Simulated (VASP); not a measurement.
# Si (Fd-3m) in VASP: single point with LDA

Aim: the single point of Si with LDA.

Everything below comes from runs of VASP 6.6.1. Logs are shortened: lines on timing, memory, paths and dates and some standing lists are left out, and cuts for length are marked.

## (1) The cell of the first run

The structure is cubic, space group Fd-3m (No. 227). The conventional cell has a = 5.401 Å, b = 5.401 Å, c = 5.401 Å, α = 90.00°, β = 90.00°, γ = 90.00°. Within 3.1 Å of Si (site symmetry -43m) lie 4 Si at 2.34 Å.

## (2) Single point, LDA

INCAR

```
SYSTEM = Si
PREC = Accurate
ENCUT = 500
EDIFF = 1E-6
ISMEAR = 0
SIGMA = 0.02
LREAL = .False.
LASPH = .True.
NELM = 120
ALGO = Normal
ISIF = 2
LWAVE = .False.
LCHARG = .False.
NBANDS = 11
GGA_COMPAT = .False.
```

KPOINTS

```
regular mesh
0
Gamma
  12 12 12
  0 0 0
```

POSCAR

```
Si
1.0
    0.0000000000      2.7007329253      2.7007329253
    2.7007329253      0.0000000000      2.7007329253
    2.7007329253      2.7007329253      0.0000000000
Si
2
Direct
    0.0000000000      0.0000000000      0.0000000000
    0.2500000000      0.2500000000      0.2500000000
```

Potentials or basis: VASP PAW LDA potentials, release 64 (Si).

Run with:

```sh
> cat potpaw_LDA.64/Si/POTCAR > POTCAR
> mpirun -np 1 vasp_std > vasp.out
```

OUTCAR:

```text
SYSTEM = Si
   PREC = Accurate
   ENCUT = 500
   EDIFF = 1E-6
   ISMEAR = 0
   LREAL = .False.
   LASPH = .True.
   NELM = 120
   ISIF = 2

 ion  position               nearest neighbor table
   1  0.000  0.000  0.000-   2 2.34   2 2.34   2 2.34   2 2.34
   2  0.250  0.250  0.250-   1 2.34   1 2.34   1 2.34   1 2.34

  LATTYP: Found a face centered cubic cell.
 ALAT       =     5.4014658506

  Lattice vectors:

 A1 = (   0.0000000000,   2.7007329253,   2.7007329253)
 A2 = (   2.7007329253,   0.0000000000,   2.7007329253)
 A3 = (   2.7007329253,   2.7007329253,   0.0000000000)

Analysis of symmetry for initial positions (statically):
=====================================================================
 Subroutine PRICEL returns:
 Original cell was already a primitive cell.

 Routine SETGRP: Setting up the symmetry group for a
 face centered cubic supercell.

 Subroutine GETGRP returns: Found 48 space group operations
 (whereof 24 operations were pure point group operations)
 out of a pool of 48 trial point group operations.

The static configuration has the point symmetry T_d .
 The point group associated with its full space group is O_h .

Analysis of symmetry for dynamics (positions and initial velocities):
=====================================================================
 Subroutine PRICEL returns:
 Original cell was already a primitive cell.

 Routine SETGRP: Setting up the symmetry group for a
 face centered cubic supercell.

 Subroutine GETGRP returns: Found 48 space group operations
 (whereof 24 operations were pure point group operations)
 out of a pool of 48 trial point group operations.

The dynamic configuration has the point symmetry T_d .
 The point group associated with its full space group is O_h .

 Subroutine INISYM returns: Found 48 space group operations
 (whereof 24 operations are pure point group operations),
 and found     1 'primitive' translations

----------------------------------------------------------------------------------------

                                     Primitive cell

  volume of cell :      39.3981

  direct lattice vectors                    reciprocal lattice vectors
     0.000000000  2.700732925  2.700732925    -0.185134930  0.185134930  0.185134930
     2.700732925  0.000000000  2.700732925     0.185134930 -0.185134930  0.185134930
     2.700732925  2.700732925  0.000000000     0.185134930  0.185134930 -0.185134930

  length of vectors
     3.819413131  3.819413131  3.819413131     0.320663104  0.320663104  0.320663104

  position of ions in fractional coordinates (direct lattice)
     0.000000000  0.000000000  0.000000000
     0.250000000  0.250000000  0.250000000

  ion indices of the primitive-cell ions
   primitive index   ion index
                 1           1
                 2           2

----------------------------------------------------------------------------------------

 KPOINTS: regular mesh

Automatic generation of k-mesh.
 Grid dimensions read from file:
 generate k-points for:   12   12   12

 Generating k-lattice:

  Cartesian coordinates                     Fractional coordinates (reciprocal lattice)
    -0.015427911  0.015427911  0.015427911     0.083333333  0.000000000  0.000000000
     0.015427911 -0.015427911  0.015427911     0.000000000  0.083333333  0.000000000
     0.015427911  0.015427911 -0.015427911     0.000000000  0.000000000  0.083333333

  Length of vectors
     0.026721925  0.026721925  0.026721925

  Shift w.r.t. Gamma in fractional coordinates (k-lattice)
     0.000000000  0.000000000  0.000000000

 Subroutine IBZKPT returns following result:
 ===========================================

 Found     72 irreducible k-points:

 Following reciprocal coordinates:
            Coordinates               Weight
  0.000000  0.000000  0.000000      1.000000
  0.083333  0.000000  0.000000      8.000000
  0.166667  0.000000  0.000000      8.000000
  0.250000  0.000000  0.000000      8.000000
  0.333333  0.000000  0.000000      8.000000
  0.416667  0.000000  0.000000      8.000000
[... 16 lines left out ...]
  0.500000  0.166667  0.000000     24.000000
 -0.416667  0.166667  0.000000     24.000000
 [... further k-points ...]
   k-points           NKPTS =     72   k-points in BZ     NKDIM =     72   number of bands    NBANDS=     11
   number of dos      NEDOS =    301   number of ions     NIONS =      2
   total plane-waves  NPLWV =  21952
   dimension x,y,z NGX =    28 NGY =   28 NGZ =   28
   dimension x,y,z NGXF=    56 NGYF=   56 NGZF=   56
   ions per type =               2
   NGX,Y,Z   is equivalent  to a cutoff of  12.19, 12.19, 12.19 a.u.
   NGXF,Y,Z  is equivalent  to a cutoff of  24.37, 24.37, 24.37 a.u.
 SYSTEM =  Si
   PREC   = accura    normal or accurate (medium, high low for compatibility)
   ISTART =      0    job   : 0-new  1-cont  2-samecut
   ICHARG =      2    charge: 1-file 2-atom 10-const
   ISPIN  =      1    spin polarized calculation?
   LNONCOLLINEAR =      F non collinear calculations
   LSORBIT =      F    spin-orbit coupling
   LASPH  =      T    aspherical Exc in radial PAW
   ENCUT  =  500.0 eV  36.75 Ry    6.06 a.u.   6.96  6.96  6.96*2*pi/ulx,y,z
   NELM   =    120;   NELMIN=  2; NELMDL= -5     # of ELM steps
   EDIFF  = 0.1E-05   stopping-criterion for ELM
   LREAL  =      F    real-space projection
   EDIFFG = 0.1E-04   stopping-criterion for IOM
   NSW    =      0    number of steps for IOM
   IBRION =     -1    ionic relax: 0-MD 1-quasi-New 2-CG
   NFREE  =      0    steps in history (QN), initial steepest desc. (CG)
   ISIF   =      2    stress and relaxation
   ISYM   =      2    0-nonsym 1-usesym 2-fastsym
   POTIM  = 0.5000    time-step for ionic-motion
   TEBEG  =    0.0;   TEEND  =   0.0 temperature during run
   PSTRESS=    0.0 pullay stress
   NELECT =       8.0000    total number of electrons
   NUPDOWN=      -1.0000    fix difference up-down
   EMIN   =  10.00;   EMAX   =-10.00  energy-range for DOS
   EFERMI =   0.00;   METHOD = LEGACY
   ISMEAR =     0;   SIGMA  =   0.02  broadening in eV -4-tet -1-fermi 0-gaus
   EFERMI_NEDOS =   21; number of points for ismear=-14 and -15
   IALGO  =     38    algorithm
   IMIX   =      4    mixing-type and parameters
     AMIX     =   0.40;   BMIX     =  1.00
     AMIX_MAG =   1.60;   BMIX_MAG =  1.00
  volume/ion in A,a.u.               =      19.70       132.94
  Fermi-wavevector in a.u.,A,eV,Ry     =   0.962232  1.818355 12.597507  0.925891
  Thomas-Fermi vector in A             =   2.091673
   LORBIT       =      0    0 simple, 1 ext, 2 COOP (PROOUT), +10 PAW based schemes
   GGA     = CA    functional components
   LHFCALC =     F    Hartree Fock is set to
   AEXX    =    0.0000 exact exchange contribution
   IVDW    =     0    specifies the selected vdW correction
   LEPSILON=     F    determine dielectric tensor
   LRPA    =     F    only Hartree local field effects (RPA)
 non-spin polarized calculation
 Gauss-broadening in eV      SIGMA  =   0.02
  energy-cutoff  :      500.00
  volume of cell :       39.40
 maximum number of plane-waves:      1018
   NGX = 13   NGY = 13   NGZ = 13

 number of electron       8.0000001 magnetization

 Free energy of the ion-electron system (eV)
  ---------------------------------------------------
  ext. energy  EPLUGINS =         0.00000000
  ---------------------------------------------------
  free energy    TOTEN  =       -11.91969764 eV

  energy without entropy =      -11.91969764  energy(sigma->0) =      -11.91969764

 E-fermi :   6.0960     XC(G=0):  -9.6668

 val. band max:        5.9359402529   @ k =   0.0000   0.0000   0.0000
 cond. band min:       6.3775087405   @ k =   0.4167   0.4167   0.0000
 fundamental gap:      0.4415684876
 Fermi energy:         6.0959738614

 k-point     1 :       0.0000    0.0000    0.0000
  band No.  band energies     occupation
      1      -6.1325      2.00000
      2       5.9359      2.00000
      3       5.9359      2.00000
      4       5.9359      2.00000
      5       8.4670      0.00000
      6       8.4670      0.00000
      7       8.4670      0.00000
      8       9.3313      0.00000
      9      13.6722      0.00000
     10      13.6722      0.00000
     11      13.6827      0.00000

 k-point     2 :       0.0833    0.0000    0.0000
  band No.  band energies     occupation
      1      -6.0402      2.00000
      2       5.0670      2.00000
      3       5.7893      2.00000
      4       5.7893      2.00000
      5       8.5134      0.00000
      6       8.6821      0.00000
      7       8.6821      0.00000
      8       9.9863      0.00000
      9      13.3857      0.00000
     10      13.3857      0.00000
     11      14.0819      0.00000

 k-point     3 :       0.1667    0.0000    0.0000
  band No.  band energies     occupation
      1      -5.7661      2.00000
      2       3.5279      2.00000
      3       5.4784      2.00000
      4       5.4784      2.00000
      5       8.2503      0.00000
      6       9.1221      0.00000
      7       9.1221      0.00000
      8      11.3952      0.00000
      9      12.9992      0.00000
     10      12.9992      0.00000
     11      14.8516      0.00000
[... 267 lines left out ...]
 k-point    23 :       0.5000    0.1667    0.0000
  band No.  band energies     occupation
      1      -3.5960      2.00000
      2      -0.7450      2.00000
      3       3.1092      2.00000
      4       4.1346      2.00000
      5       7.8916      0.00000
      6      10.0113      0.00000
      7      10.5231      0.00000
      8      12.3122      0.00000
      9      15.2565      0.00000
     10      16.4170      0.00000
     11      17.6818      0.00000

 k-point    24 :      -0.4167    0.1667    0.0000
  band No.  band energies     occupation
      1      -3.4773      2.00000
      2      -0.9098      2.00000
      3       2.8900      2.00000
      4       4.3229      2.00000
      5       8.0445      0.00000
      6       9.9555      0.00000
      7      10.2933      0.00000
      8      13.8706      0.00000
      9      14.4281      0.00000
     10      14.7106      0.00000
     11      17.0343      0.00000

 [... further k-points ...]

------------------------ aborting loop because EDIFF is reached ----------------------------------------

  FORCE on cell =-STRESS in cart. coord.  units (eV):
  Direction    XX          YY          ZZ          XY          YZ          ZX
  --------------------------------------------------------------------------------------
  -------------------------------------------------------------------------------------
  Total        0.0178114      0.0178114      0.0178114     -0.0000000     -0.0000000      0.0000000
  in kB        0.7243273      0.7243273      0.7243273     -0.0000000     -0.0000000      0.0000000
  external PRESSURE =       0.7243273 kB  Pullay stress =       0.0000000 kB

 VOLUME and BASIS-vectors are now :
 -----------------------------------------------------------------------------
  energy-cutoff  :      500.00
  volume of cell :       39.40
      direct lattice vectors                 reciprocal lattice vectors
     0.000000000  2.700732925  2.700732925    -0.185134930  0.185134930  0.185134930
     2.700732925  0.000000000  2.700732925     0.185134930 -0.185134930  0.185134930
     2.700732925  2.700732925  0.000000000     0.185134930  0.185134930 -0.185134930

 POSITION                                       TOTAL-FORCE (eV/Angst)
 -----------------------------------------------------------------------------------
      0.00000      0.00000      0.00000         0.000000      0.000000      0.000000
      1.35037      1.35037      1.35037        -0.000000     -0.000000     -0.000000
 -----------------------------------------------------------------------------------
    total drift:                                0.000000      0.000000     -0.000000

  FREE ENERGIE OF THE ION-ELECTRON SYSTEM (eV)
  ---------------------------------------------------
  free  energy   TOTEN  =       -11.9196976409 eV

  energy  without entropy=      -11.9196976409  energy(sigma->0) =      -11.91969764
```

Wall time 19 s (1 thread of Intel Xeon Platinum 8259CL at 2.50GHz (Skylake/Cascade Lake), shared host); peak memory 0.14 GiB.

Results:

* Free energy: -11.9197 eV
* Pressure: 0.1 GPa
* Band gap on the k mesh: 0.44 eV (least direct gap 2.53 eV)

Caveat: semilocal functionals underestimate gaps, and a narrow one can read as zero.
